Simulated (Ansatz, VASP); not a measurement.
## Two plane-wave programs on Ge

```
CELL_PARAMETERS angstrom
0.00000 2.82891 2.82891
2.82891 0.00000 2.82891
2.82891 2.82891 0.00000
ATOMIC_POSITIONS crystal
Ge 0.50000 0.50000 0.50000
Ge 0.75000 0.75000 0.75000
```

Alike in both runs: task single point; functional HSE06; k mesh 3 × 3 × 3; no spin polarisation.

|  | VASP | Ansatz |
| --- | --- | --- |
| version | VASP 6.6.1 | Ansatz 0.2.0 |
| potentials or method | VASP PAW PBE potentials, release 64 (Ge_d) | plane waves, PAW |
| plane-wave cutoff (eV) | 410 | 420 |
| occupations | gaussian, width 0.01 eV | fixed |
| valence electrons in the cell | 28 | 28 |

Ansatz gave:

| Quantity | Value |
| --- | --- |
| gap on the k mesh at the Fermi level (eV) | 1.07 |

Question: Estimate VASP's values.

Answer: gap on the k mesh at the Fermi level (eV): 1.10.

The k mesh is coarse, so the values compare programs but aren't converged.
